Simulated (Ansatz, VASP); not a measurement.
# Cu2H3 in VASP and in Ansatz

INCAR

```
PREC = Accurate ; ENCUT = 600
EDIFF = 1E-7 ; ISMEAR = 0
SIGMA = 0.1 ; LREAL = False
LASPH = True ; NELM = 80
ALGO = Normal ; ISIF = 3
LWAVE = False ; LCHARG = False
GGA = PE ; IBRION = 2
NSW = 90 ; EDIFFG = -0.04
```

File KPOINTS:

```
Automatic mesh
0
Gamma
  6 6 6
```

POSCAR

```
Cu2H3
1.0
    3.7137180868      0.0000000000      0.0000000000
    0.0000000000      3.7137180868      0.0000000000
    0.0000000000      0.0000000000      3.1553882182
Cu H
2 3
Direct
    0.0000000000      0.5000000000      0.5000000000
    0.5000000000      0.0000000000      0.5000000000
    0.0000000000      0.5000000000      0.0000000000
    0.5000000000      0.0000000000      0.0000000000
    0.5000000000      0.5000000000      0.5000000000
```

Input for Ansatz:

```yaml
crystal:
  lattice:
    - [3.7137180868, 0.0, 0.0]
    - [0.0, 3.7137180868, 0.0]
    - [0.0, 0.0, 3.1553882182]
  atoms:
    - { symbol: Cu, position: [0.0, 0.5, 0.5] }
    - { symbol: Cu, position: [0.5, 0.0, 0.5] }
    - { symbol: H, position: [0.0, 0.5, 0.0] }
    - { symbol: H, position: [0.5, 0.0, 0.0] }
    - { symbol: H, position: [0.5, 0.5, 0.5] }
basis:
  ecutwfc: 420
kpoints:
  mp_grid: { grid: [6, 6, 6] }
hamiltonian:
  xc: pbe
scf:
  occupations: { method: gaussian, width: 0.1 }
  lower_state_search: "off"
output:
  forces: true
  stress: true
  eigenvalues: true
relax:
  adjacent_minimum: "off"
  f_tol: 0.04
  max_steps: 70
  cell: { stress_tol: 0.4 }
```

Alike in both runs: task relaxation of cell and atoms; functional PBE; k mesh 6 × 6 × 6; occupations gaussian, width 0.1 eV; no spin polarisation.

```csv
,VASP,Ansatz
version,VASP 6.6.1,Ansatz 0.2.0
potentials or method,"VASP PAW PBE potentials, release 64 (Cu, H), cutoff 600 eV","scalar-relativistic, plane waves, PAW"
valence electrons in the cell,25,41
```

|  | VASP | Ansatz | Ansatz less VASP |
| --- | --- | --- | --- |
| gap on the k mesh at the Fermi level, each at its own relaxed structure (eV) | none | none | - |
| relaxed volume (Å³/atom) | 8.62 | 8.51 | -0.109 |
| relaxed length of the cell vector where the two differ most in proportion (Å) | 3.657 | 3.639 | -0.0182 |

A gap of «none» marks a metal or a gap that the smearing closes. VASP's potentials hold 25 valence electrons a cell and Ansatz's 41, so a difference there can come from the potentials and not from the codes.
